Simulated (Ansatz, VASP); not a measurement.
# Two plane-wave programs on Au

File INCAR:

```
PREC     = Accurate       # precision mode
ENCUT    = 520            # plane-wave cutoff, eV
EDIFF    = 1E-7           # SCF threshold, eV
ISMEAR   = 0              # smearing method
SIGMA    = 0.15           # smearing width, eV
LREAL    = False          # projectors in reciprocal space
LASPH    = True           # aspherical terms in the spheres
NELM     = 80             # most SCF steps
ALGO     = Fast           # electronic algorithm
ISIF     = 2              # what is computed and relaxed
LWAVE    = False          # write WAVECAR
LCHARG   = False          # write CHGCAR
GGA      = PS             # functional
NBANDS   = 18             # bands
```

KPOINTS

```
regular mesh
0
Gamma
  24 24 12
```

POSCAR

```
Au
1.0
    1.4100150311     -2.4666630369      0.0000000000
    1.4100150311      2.4666630369      0.0000000000
    0.0000000000      0.0000000000      4.8006775662
Au
2
Direct
    0.6638639510      0.3361360490      0.2500000000
    0.3361360490      0.6638639510      0.7500000000
```

Input for Ansatz:

```yaml
crystal:
  lattice:
    - [1.4100150311, -2.4666630369, 0.0]
    - [1.4100150311, 2.4666630369, 0.0]
    - [0.0, 0.0, 4.8006775662]
  atoms:
    - { symbol: Au, position: [0.663863951, 0.336136049, 0.25] }
    - { symbol: Au, position: [0.336136049, 0.663863951, 0.75] }
basis:
  ecutwfc: 420
kpoints:
  mp_grid: { grid: [24, 24, 12] }
hamiltonian:
  xc: pbesol
scf:
  occupations: { method: gaussian, width: 0.15 }
output:
  forces: true
  stress: true
  eigenvalues: true
```

Change from the starting cell: strain -0.0200 x Voigt [0, 1, 0, 0, 0, 0], atoms carried along.

Alike in both runs: task single point; functional PBEsol; k mesh 24 × 24 × 12; occupations gaussian, width 0.15 eV; no spin polarisation.

```csv
,VASP,Ansatz
version,VASP 6.6.1,Ansatz 0.2.0
potentials or method,"VASP PAW PBE potentials, release 64 (Au), cutoff 520 eV","scalar-relativistic, plane waves, PAW"
valence electrons in the cell,22,38
```

```tsv
	VASP	Ansatz	Ansatz less VASP
gap on the k mesh at the Fermi level (eV)	none	none	-
pressure (GPa)	3.4	3.7	+0.30
traceless stress, the component that is largest in VASP (GPa)	-0.97	-0.96	+0.016
rms of the force components (eV/Å)	0.005	0.005	+0.0003
```

VASP's potentials were made for PBE, not for PBEsol. Atom by atom the forces differ by 0.000 eV/Å (rms over components). A gap of «none» marks a metal or a gap that the smearing closes. VASP's potentials hold 22 valence electrons a cell and Ansatz's 38, so a difference there can come from the potentials and not from the codes.

Neither program's run includes spin-orbit coupling.
